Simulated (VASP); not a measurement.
Runs of VASP 6.6.1 on TePb. The structure is that of space group Fm-3m (No. 225), or close to it. The cells are those of the table. 

| task | spin | cell | cutoff (eV) | k mesh for the DOS | occupations for the DOS | gap on the mesh (eV) | pressure (GPa) | moment (μB) |
| --- | --- | --- | --- | --- | --- | --- | --- | --- |
| single point | off | a = 4.645 Å, angles 60.0°, 2 atoms | 500 | - | - | (a) | (b) | - |
| density of states | non-collinear, zero start, SOC | a = 4.639 Å, angles 60.0°, 2 atoms | 520 | 9 × 9 × 9 | tetrahedron | - | - | 0.00 |
| single point | off | a = 4.598 Å, angles 60.0°, 2 atoms | 500 | - | - | 0.77 | 1.2 | - |
| single point | non-collinear, zero start, SOC | a = 4.670 Å, angles 60.0°, 2 atoms | 520 | - | - | - | -0.6 | 0.00 |
| single point | non-collinear, zero start, SOC | a = 4.608 Å, angles 60.0°, 2 atoms | 520 | - | - | - | 0.9 | 0.00 |
| single point | non-collinear, zero start, SOC | a = 4.639 Å, angles 60.0°, 2 atoms | 520 | - | - | - | 0.1 | 0.00 |
| single point | non-collinear, zero start, SOC | a = 4.700 Å, angles 60.0°, 2 atoms | 520 | - | - | - | -1.3 | 0.00 |
| single point | non-collinear, zero start, SOC | a = 4.645 Å, angles 60.0°, 2 atoms | 520 | - | - | - | 0.0 | 0.00 |

Alike in all rows: level PBE; potentials or basis VASP PAW PBE potentials, release 64 (Pb_d, Te); k mesh 6 × 6 × 6; smearing gaussian 0.05 eV.

Q: Estimate the missing entries.

A: (a) 0.83; (b) -0.1.

Caveats: spin-orbit coupling is left out, which moves the levels of the heavy elements (some runs).

A k mesh can miss the band edges, and rows without SOC leave out spin-orbit coupling on Pb, Te.
